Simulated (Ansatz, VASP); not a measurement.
# One calculation of Pb, two programs

Contents of INCAR:

```
PREC     = Accurate       # precision mode
ENCUT    = 520            # plane-wave cutoff, eV
EDIFF    = 1E-6           # SCF threshold, eV
ISMEAR   = -1             # smearing method
SIGMA    = 0.05           # smearing width, eV
LREAL    = F              # projectors in reciprocal space
LASPH    = T              # aspherical terms in the spheres
NELM     = 60             # most SCF steps
ALGO     = Fast           # electronic algorithm
ISIF     = 2              # what is computed and relaxed
LWAVE    = F              # write WAVECAR
LCHARG   = F              # write CHGCAR
GGA      = PS             # functional
NBANDS   = 13             # bands
```

The input KPOINTS:

```
regular mesh
0
Gamma
  7 7 7
```

Contents of POSCAR:

```
Pb
1.0
    0.0000000000      2.4750200000      2.4750200000
    2.4750200000      0.0000000000      2.4750200000
    2.4750200000      2.4750200000      0.0000000000
Pb
1
Direct
    0.0000000000      0.0000000000      0.0000000000
```

input.yaml

```yaml
crystal:
  lattice:
    - [0.0, 2.47502, 2.47502]
    - [2.47502, 0.0, 2.47502]
    - [2.47502, 2.47502, 0.0]
  atoms:
    - { symbol: Pb, position: [0.0, 0.0, 0.0] }
kpoints:
  mp_grid: { grid: [7, 7, 7] }
  band_path:
    path:
      - [0.0, 0.0, 0.0]
      - [0.5, 0.0, 0.5]
      - [0.5, 0.25, 0.75]
      - [0.375, 0.375, 0.75]
      - [0.0, 0.0, 0.0]
      - [0.5, 0.5, 0.5]
      - [0.625, 0.25, 0.625]
      - [0.5, 0.25, 0.75]
    npoints: 6
scf:
  occupations: { method: fermi_dirac, width: 0.05 }
hamiltonian:
  xc: pbesol
  pseudopotentials: { kind: all_electron, lapw: { basis_error: 0.001 } }
output:
  forces: true
  stress: true
  eigenvalues: true
```

Alike in both runs: functional PBEsol; k mesh 7 × 7 × 7; occupations fermi-dirac, width 0.05 eV; no spin polarisation.

```csv
,VASP,Ansatz
version,VASP 6.6.1,Ansatz 0.2.0
potentials or method,"VASP PAW PBE potentials, release 64 (Pb_d), cutoff 520 eV","all-electron LAPW, scalar-relativistic"
task,single point,band structure
```

|  | VASP | Ansatz | Ansatz less VASP |
| --- | --- | --- | --- |
| gap on the k mesh at the Fermi level (eV) | none | none | - |
| pressure (GPa) | 0.0 | 0.0 | +0.02 |

VASP's potentials were made for PBE, not for PBEsol. A gap of «none» marks a metal or a gap that the smearing closes. Ansatz ran all-electron here, and VASP with PAW potentials.

Spin-orbit coupling is off throughout. Noted on Ansatz's run: the k mesh is thin for a metal, which can move the energy by tens of meV per atom.
